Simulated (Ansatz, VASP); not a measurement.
Ti in VASP and in Ansatz

Contents of INCAR:

```
PREC     = Accurate       # precision mode
ENCUT    = 520            # plane-wave cutoff, eV
EDIFF    = 1E-8           # SCF threshold, eV
ISMEAR   = -1             # smearing method
SIGMA    = 0.05           # smearing width, eV
LREAL    = False          # projectors in reciprocal space
LASPH    = True           # aspherical terms in the spheres
NELM     = 60             # most SCF steps
ALGO     = Normal         # electronic algorithm
ISIF     = 2              # what is computed and relaxed
LWAVE    = False          # write WAVECAR
LCHARG   = False          # write CHGCAR
GGA      = PE             # functional
LEFG     = True         
NBANDS   = 19             # bands
```

Contents of KPOINTS:

```
Automatic mesh
0
Gamma
  11 11 11
```

File POSCAR:

```
Ti
1.0
    0.0000000000      2.8108491397      2.8108491397
    2.8108491397      0.0000000000      2.8108491397
    2.8108491397      2.8108491397      0.0000000000
Ti
2
Direct
    0.0000000000      0.0000000000      0.0000000000
    0.2500000000      0.2500000000      0.2500000000
```

Input for Ansatz:

```yaml
crystal:
  lattice:
    - [0.0, 2.8108491397, 2.8108491397]
    - [2.8108491397, 0.0, 2.8108491397]
    - [2.8108491397, 2.8108491397, 0.0]
  atoms:
    - { symbol: Ti, position: [0.0, 0.0, 0.0] }
    - { symbol: Ti, position: [0.25, 0.25, 0.25] }
kpoints:
  mp_grid: { grid: [11, 11, 11] }
scf:
  occupations: { method: fermi_dirac, width: 0.05 }
hamiltonian:
  xc: pbe
  pseudopotentials: { kind: paw }
output:
  forces: true
  stress: true
  eigenvalues: true
  efg: { contact_densities: true }
```

Change from the starting cell: volume scaled by 0.97, PAW files.

Alike in both runs: task electric field gradients; functional PBE; k mesh 11 × 11 × 11; occupations fermi-dirac, width 0.05 eV; no spin polarisation.

|  | VASP | Ansatz |
| --- | --- | --- |
| version | VASP 6.6.1 | Ansatz 0.2.0 |
| potentials or method | VASP PAW PBE potentials, release 64 (Ti_sv) | PAW with Ansatz's default frozen-core files, scalar-relativistic |
| plane-wave cutoff (eV) | 520 | 420 |
| valence electrons in the cell | 24 | 24 |

```tsv
	VASP	Ansatz	Ansatz less VASP
pressure (GPa)	1.2	1.1	-0.09
```
